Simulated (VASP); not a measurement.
# SiO2 (P4_2/mnm) in VASP: further runs, part 2 of 2

VASP 6.6.1. Earlier steps stand in the parts before.

**3. Relaxation of cell and atoms, PBE**

This run uses another cell than the first one, of 7.75 Å³/atom.

The input, INCAR:

```
PREC = Accurate
ENCUT = 600
EDIFF = 1E-6
ISMEAR = -1
SIGMA = 0.02
LREAL = False
LASPH = True
NELM = 60
ALGO = Normal
ISIF = 3
LWAVE = False
LCHARG = False
GGA = PE
IBRION = 2
NSW = 80
EDIFFG = -0.005
```

The input, KPOINTS:

```
regular mesh
0
Gamma
  6 6 8
```

The input, POSCAR:

```
SiO2
1.0
    4.1773000000      0.0000000000      0.0000000000
    0.0000000000      4.1773000000      0.0000000000
    0.0000000000      0.0000000000      2.6652000000
Si O
2 4
Direct
    0.0000000000      0.0000000000      0.0000000000
    0.5000000000      0.5000000000      0.5000000000
    0.3059000000      0.3059000000      0.0000000000
    0.1941000000      0.8059000000      0.5000000000
    0.6941000000      0.6941000000      0.0000000000
    0.8059000000      0.1941000000      0.5000000000
```

Potentials or basis: VASP PAW PBE potentials, release 64 (Si, O).

The run is started by

```console
$ cat potpaw_PBE.64/Si/POTCAR potpaw_PBE.64/O/POTCAR > POTCAR
$ mpirun -np 1 vasp_std > vasp.out
```

OUTCAR:

```text
PREC = Accurate
   ENCUT = 600
   EDIFF = 1E-6
   ISMEAR = -1
   LREAL = False
   LASPH = True
   NELM = 60
   ISIF = 3
   GGA = PE
   IBRION = 2
   NSW = 80
   EDIFFG = -0.005

 ion  position               nearest neighbor table
   1  0.000  0.000  0.000-   4 1.76   6 1.76   4 1.76   6 1.76   5 1.81   3 1.81
   2  0.500  0.500  0.500-   3 1.76   5 1.76   3 1.76   5 1.76   4 1.81   6 1.81
   3  0.306  0.306  0.000-   2 1.76   2 1.76   1 1.81
   4  0.194  0.806  0.500-   1 1.76   1 1.76   2 1.81
   5  0.694  0.694  0.000-   2 1.76   2 1.76   1 1.81
   6  0.806  0.194  0.500-   1 1.76   1 1.76   2 1.81

  LATTYP: Found a simple tetragonal cell.
 ALAT       =     4.1773000000
 C/A-ratio  =     0.6380197735

  Lattice vectors:

 A1 = (   4.1773000000,   0.0000000000,   0.0000000000)
 A2 = (   0.0000000000,   4.1773000000,   0.0000000000)
 A3 = (   0.0000000000,   0.0000000000,   2.6652000000)

Analysis of symmetry for initial positions (statically):
=====================================================================
 Subroutine PRICEL returns:
 Original cell was already a primitive cell.

 Routine SETGRP: Setting up the symmetry group for a
 simple tetragonal supercell.

 Subroutine GETGRP returns: Found 16 space group operations
 (whereof  8 operations were pure point group operations)
[... 292 lines left out ...]

[... ionic steps 4 to 7 ...]

--------------------------------------- Ionic step        8  -------------------------------------------

 number of electron      32.0000007 magnetization

------------------------ aborting loop because EDIFF is reached ----------------------------------------
[... 75 lines left out ...]
--------------------------------------- Ionic step       10  -------------------------------------------

 number of electron      32.0000007 magnetization

 Free energy of the ion-electron system (eV)
  ---------------------------------------------------
  ext. energy  EPLUGINS =         0.00000000
  ---------------------------------------------------
  free energy    TOTEN  =       -46.32429727 eV

  energy without entropy =      -46.32429727  energy(sigma->0) =      -46.32429727

 E-fermi :   8.1340     XC(G=0): -12.0881

 val. band max:        7.7545130193   @ k =   0.0000   0.0000   0.0000
 cond. band min:      12.7869858651   @ k =   0.0000   0.0000   0.0000
 fundamental gap:      5.0324728458
 Fermi energy:         8.1339856578

 k-point     1 :       0.0000    0.0000    0.0000
  band No.  band energies     occupation
      1     -14.4691      2.00000
      2     -11.0031      2.00000
      3     -11.0031      2.00000
      4     -10.8285      2.00000
      5      -2.8762      2.00000
      6       1.5159      2.00000
[... 541 lines left out ...]
     19      17.9976      0.00000
     20      17.9976      0.00000

 [... further k-points ...]

------------------------ aborting loop because EDIFF is reached ----------------------------------------

  FORCE on cell =-STRESS in cart. coord.  units (eV):
  Direction    XX          YY          ZZ          XY          YZ          ZX
  --------------------------------------------------------------------------------------
  -------------------------------------------------------------------------------------
  Total       -0.0007536     -0.0007536      0.0047540     -0.0000000      0.0000000      0.0000000
  in kB       -0.0250436     -0.0250436      0.1579853     -0.0000000      0.0000000      0.0000000
  external PRESSURE =       0.0359660 kB  Pullay stress =       0.0000000 kB
[... 21 lines left out ...]
  FREE ENERGIE OF THE ION-ELECTRON SYSTEM (eV)
  ---------------------------------------------------
  free  energy   TOTEN  =       -46.3242972692 eV

  energy  without entropy=      -46.3242972692  energy(sigma->0) =      -46.32429727

 reached required accuracy - stopping structural energy minimisation
```

Wall time 4.2 min (1 thread of Intel Xeon 8259CL, shared host); peak memory 0.2 GiB.

What came out:

| Item | Value |
| --- | --- |
| Free energy | -46.3243 eV |
| Relaxed volume | 8.04 Å³/atom |
| Relaxed cell | a = 4.231 Å, b = 4.231 Å, c = 2.693 Å, α = 90.00°, β = 90.00°, γ = 90.00° |
| Space group after relaxing (to 0.1 Å) | P4_2/mnm (No. 136) |
| Energy gained by relaxing | 9.2 meV/atom |
| Ionic steps | 10 |
| Pressure after relaxing | 0.0 GPa |
| Band gap on the k mesh | 5.03 eV |

Step by step:
| step | energy change (eV) | largest force (eV/Å) | pressure (GPa) | volume (Å³) |
| --- | --- | --- | --- | --- |
| 1 | 0.0000 | 0.0984 | 10.97 | 46.51 |
| 2 | 0.0338 | 0.4650 | -11.92 | 50.17 |
| 3 | -0.0520 | 0.1697 | 0.08 | 48.07 |
| 4 | -0.0520 | 0.1647 | 0.27 | 48.03 |
| 5 | -0.0545 | 0.0198 | 0.14 | 48.16 |
| 6 | -0.0545 | 0.0180 | 0.15 | 48.16 |
| 7 | -0.0549 | 0.0033 | -0.10 | 48.23 |
| 8 | -0.0549 | 0.0039 | -0.09 | 48.23 |
| 9 | -0.0549 | 0.0039 | 0.07 | 48.20 |
| 10 | -0.0549 | 0.0001 | 0.00 | 48.21 |

Final structure:
```
Si O
1.0
     4.23134    0.00000    0.00000
     0.00000    4.23134    0.00000
     0.00000    0.00000    2.69277
Si O
2 4
Direct
  0.00000 0.00000 0.00000
  0.50000 0.50000 0.50000
  0.30676 0.30676 0.00000
  0.19324 0.80676 0.50000
  0.69324 0.69324 0.00000
  0.80676 0.19324 0.50000
```

Levels at points of the mesh, in eV from the valence-band top:
| k point | band 13 | band 14 | band 15 | band 16 | band 17 | band 18 | band 19 | band 20 |
| --- | --- | --- | --- | --- | --- | --- | --- | --- |
| (0.00, 0.00, 0.00) | -2.50 | -0.85 | -0.85 | 0.00 | 5.03 | 6.59 | 8.27 | 8.27 |
| (0.50, 0.00, 0.00) | -2.62 | -2.62 | -1.04 | -1.04 | 7.30 | 7.30 | 8.87 | 8.87 |
| (0.50, 0.50, 0.00) | -2.55 | -2.55 | -2.17 | -2.17 | 7.02 | 7.02 | 9.77 | 9.77 |
| (0.00, 0.00, 0.50) | -2.89 | -2.89 | -2.57 | -2.57 | 8.64 | 8.64 | 12.33 | 12.33 |
| (0.50, 0.00, 0.50) | -2.21 | -2.21 | -1.67 | -1.67 | 8.44 | 8.44 | 9.46 | 9.46 |
| (0.50, 0.50, 0.50) | -1.72 | -1.72 | -1.47 | -1.47 | 6.81 | 6.81 | 10.71 | 10.71 |

A k mesh can miss the band edges. PBE usually gives volumes a little too large and moduli too small.

**4. Relaxation of cell and atoms, PBEsol**

This run uses another cell than the first one, of 8.05 Å³/atom.

The input, INCAR:

```
SYSTEM = SiO2
ALGO     = Normal         ! electronic algorithm
EDIFF    = 1E-6           ! SCF threshold, eV
EDIFFG   = -0.005         ! ionic threshold
ENCUT    = 600            ! plane-wave cutoff, eV
GGA      = PS             ! functional
IBRION   = 2              ! ionic algorithm
ISIF     = 3              ! what is computed and relaxed
ISMEAR   = -1             ! smearing method
LASPH    = .TRUE.         ! aspherical terms in the spheres
LCHARG   = .FALSE.        ! write CHGCAR
LREAL    = .FALSE.        ! projectors in reciprocal space
LWAVE    = .FALSE.        ! write WAVECAR
NELM     = 100            ! most SCF steps
NSW      = 80             ! ionic steps
PREC     = Accurate       ! precision mode
SIGMA    = 0.02           ! smearing width, eV
```

The input, KPOINTS:

```
k-points
0
G
  6 6 8
  0 0 0
```

The input, POSCAR:

```
SiO2
1.0
    4.2357622434      0.0000000000      0.0000000000
    0.0000000000      4.2357622434      0.0000000000
    0.0000000000      0.0000000000      2.6904984944
Si O
2 4
Direct
    0.0000000000      0.0000000000      0.0000000000
    0.5000000000      0.5000000000      0.5000000000
    0.3069760396      0.3069760396      0.0000000000
    0.1930239604      0.8069760396      0.5000000000
    0.6930239604      0.6930239604      0.0000000000
    0.8069760396      0.1930239604      0.5000000000
```

The run is started by

```console
$ cat potpaw_PBE.64/Si/POTCAR potpaw_PBE.64/O/POTCAR > POTCAR
$ mpirun -np 1 vasp_std > vasp.out
```

Wall time 3.5 min (1 thread of Intel Xeon 8259CL, shared host); peak memory 0.2 GiB.

Results (log left out):

```yaml
Free_energy: -49.0031 eV
Relaxed_volume: 7.86 Å³/atom
Relaxed_cell: a = 4.192 Å, b = 4.192 Å, c = 2.683 Å, α = 90.00°, β = 90.00°, γ = 90.00°
Space_group_after_relaxing_to_0.1_Å: P4_2/mnm (No. 136)
Energy_gained_by_relaxing: 3.9 meV/atom
Ionic_steps: 7
Pressure_after_relaxing: 0.0 GPa
Band_gap_on_the_k_mesh: 5.34 eV
```

Step by step:
| step | energy change (eV) | largest force (eV/Å) | pressure (GPa) | volume (Å³) |
| --- | --- | --- | --- | --- |
| 1 | 0.0000 | 0.0082 | -6.24 | 48.27 |
| 2 | 0.0082 | 0.3434 | 8.21 | 46.11 |
| 3 | -0.0201 | 0.1589 | 0.05 | 47.27 |
| 4 | -0.0234 | 0.0179 | 0.06 | 47.14 |
| 5 | -0.0234 | 0.0272 | 0.06 | 47.13 |
| 6 | -0.0235 | 0.0063 | -0.05 | 47.14 |
| 7 | -0.0236 | 0.0002 | -0.03 | 47.14 |

Final structure:
```
Si O
1.0
     4.19194    0.00000    0.00000
     0.00000    4.19194    0.00000
     0.00000    0.00000    2.68259
Si O
2 4
Direct
  0.00000 0.00000 0.00000
  0.50000 0.50000 0.50000
  0.30582 0.30582 0.00000
  0.19418 0.80582 0.50000
  0.69418 0.69418 0.00000
  0.80582 0.19418 0.50000
```

Levels at points of the mesh, in eV from the valence-band top:
| k point | band 12 | band 13 | band 14 | band 15 | band 16 | band 17 | band 18 | band 19 | band 20 |
| --- | --- | --- | --- | --- | --- | --- | --- | --- | --- |
| (0.00, 0.00, 0.00) | -3.14 | -2.52 | -0.88 | -0.88 | 0.00 | 5.34 | 6.45 | 8.21 | 8.21 |
| (0.50, 0.00, 0.00) | -3.89 | -2.69 | -2.69 | -1.07 | -1.07 | 7.48 | 7.48 | 8.79 | 8.79 |
| (0.50, 0.50, 0.00) | -3.27 | -2.70 | -2.70 | -2.27 | -2.27 | 7.18 | 7.18 | 9.79 | 9.79 |
| (0.00, 0.00, 0.50) | -4.64 | -3.09 | -3.09 | -2.68 | -2.68 | 8.86 | 8.86 | 12.33 | 12.33 |
| (0.50, 0.00, 0.50) | -4.00 | -2.28 | -2.28 | -1.76 | -1.76 | 8.56 | 8.56 | 9.62 | 9.62 |
| (0.50, 0.50, 0.50) | -4.50 | -1.75 | -1.75 | -1.55 | -1.55 | 6.94 | 6.94 | 10.76 | 10.76 |

Caveat: the PAW data sets were made with another functional, which shifts forces and pressure a little. A k mesh can miss the band edges.

**5. Relaxation of cell and atoms, LDA**

This run uses another cell than the first one, of 8.05 Å³/atom.

The input, INCAR:

```
SYSTEM = SiO2
PREC     = Accurate       ! precision mode
ENCUT    = 600            ! plane-wave cutoff, eV
EDIFF    = 1E-6           ! SCF threshold, eV
ISMEAR   = -1             ! smearing method
SIGMA    = 0.02           ! smearing width, eV
LREAL    = .False.        ! projectors in reciprocal space
LASPH    = .True.         ! aspherical terms in the spheres
NELM     = 80             ! most SCF steps
ALGO     = Normal         ! electronic algorithm
ISIF     = 3              ! what is computed and relaxed
LWAVE    = .False.        ! write WAVECAR
LCHARG   = .False.        ! write CHGCAR
IBRION   = 2              ! ionic algorithm
NSW      = 80             ! ionic steps
EDIFFG   = -0.005         ! ionic threshold
```

The input, KPOINTS:

```
Automatic mesh
0
Gamma
  6 6 8
  0 0 0
```

POSCAR is that of step 4.

Potentials or basis: VASP PAW LDA potentials, release 64 (Si, O).

The run is started by

```console
$ cat potpaw_LDA.64/Si/POTCAR potpaw_LDA.64/O/POTCAR > POTCAR
$ mpirun -np 1 vasp_std > vasp.out
```

Run time: 3.9 min. Hardware: 1 thread of Intel Xeon 8259CL, shared host; peak memory 0.18 GiB.

It converged, with:

```
Free energy                           : -51.9973 eV
Relaxed volume                        : 7.67 Å³/atom
Relaxed cell                          : a = 4.154 Å, b = 4.154 Å, c = 2.666 Å, α = 90.00°, β = 90.00°, γ = 90.00°
Space group after relaxing (to 0.1 Å) : P4_2/mnm (No. 136)
Energy gained by relaxing             : 16.4 meV/atom
Ionic steps                           : 10
Pressure after relaxing               : 0.0 GPa
Band gap on the k mesh                : 5.78 eV
```

Step by step:
| step | energy change (eV) | largest force (eV/Å) | pressure (GPa) | volume (Å³) |
| --- | --- | --- | --- | --- |
| 1 | 0.0000 | 0.0884 | -13.43 | 48.27 |
| 2 | 0.0742 | 0.8494 | 21.23 | 43.71 |
| 3 | -0.0889 | 0.2787 | -0.36 | 46.26 |
| 4 | -0.0889 | 0.2870 | -0.07 | 46.22 |
| 5 | -0.0980 | 0.0414 | 0.27 | 45.97 |
| 6 | -0.0980 | 0.0402 | 0.29 | 45.97 |
| 7 | -0.0986 | 0.0004 | -0.31 | 46.03 |
| 8 | -0.0986 | 0.0085 | -0.17 | 46.02 |
| 9 | -0.0986 | 0.0117 | 0.17 | 45.98 |
| 10 | -0.0986 | 0.0010 | 0.00 | 46.00 |

Final structure:
```yaml
crystal:
  lattice:
    - [4.15387, 0.00000, 0.00000]
    - [0.00000, 4.15387, 0.00000]
    - [0.00000, 0.00000, 2.66587]
  atoms:
    - { symbol: Si, position: [0.00000, 0.00000, 0.00000] }
    - { symbol: Si, position: [0.50000, 0.50000, 0.50000] }
    - { symbol: O, position: [0.30539, 0.30539, 0.00000] }
    - { symbol: O, position: [0.19461, 0.80539, 0.50000] }
    - { symbol: O, position: [0.69461, 0.69461, 0.00000] }
    - { symbol: O, position: [0.80539, 0.19461, 0.50000] }
```

Levels at points of the mesh, in eV from the valence-band top:
| k point | band 14 | band 15 | band 16 | band 17 | band 18 | band 19 |
| --- | --- | --- | --- | --- | --- | --- |
| (0.00, 0.00, 0.00) | -0.91 | -0.91 | 0.00 | 5.78 | 6.41 | 8.33 |
| (0.50, 0.00, 0.00) | -2.77 | -1.09 | -1.09 | 7.72 | 7.72 | 8.89 |
| (0.50, 0.50, 0.00) | -2.78 | -2.35 | -2.35 | 7.37 | 7.37 | 9.91 |
| (0.00, 0.00, 0.50) | -3.25 | -2.76 | -2.76 | 9.05 | 9.05 | 12.48 |
| (0.50, 0.00, 0.50) | -2.35 | -1.83 | -1.83 | 8.69 | 8.69 | 9.87 |
| (0.50, 0.50, 0.50) | -1.79 | -1.60 | -1.60 | 7.15 | 7.15 | 10.88 |

**6. Summary**

| task | level | potentials or basis | cell | k mesh | cutoff (eV) | smearing | gap on the mesh (eV) | pressure (GPa) | relaxed volume (Å³/atom) |
| --- | --- | --- | --- | --- | --- | --- | --- | --- | --- |
| single point | r2SCAN | VASP PAW PBE potentials, release 64 (Si, O) | a = 4.185, b = 4.185, c = 2.669 Å, 6 atoms | 6 × 6 × 10 | 520 | gaussian 0.01 eV | 6.51 | 0.4 | - |
| relaxation of cell and atoms | PBE | VASP PAW PBE potentials, release 64 (Si, O) | relaxed from a = 4.177, b = 4.177, c = 2.665 Å, 6 atoms | 6 × 6 × 8 | 600 | fermi-dirac 0.02 eV | 5.03 | 0.0 | 8.04 |
| relaxation of cell and atoms | PBEsol | VASP PAW PBE potentials, release 64 (Si, O) | relaxed from a = 4.236, b = 4.236, c = 2.690 Å, 6 atoms | 6 × 6 × 8 | 600 | fermi-dirac 0.02 eV | 5.34 | 0.0 | 7.86 |
| relaxation of cell and atoms | LDA | VASP PAW LDA potentials, release 64 (Si, O) | relaxed from a = 4.236, b = 4.236, c = 2.690 Å, 6 atoms | 6 × 6 × 8 | 600 | fermi-dirac 0.02 eV | 5.78 | 0.0 | 7.67 |

Alike in all rows: no spin polarisation.

Caveats: the PAW data sets were made with another functional, which shifts forces and pressure a little (at least some runs).

Absolute energies hang on the potentials; compare differences alone.
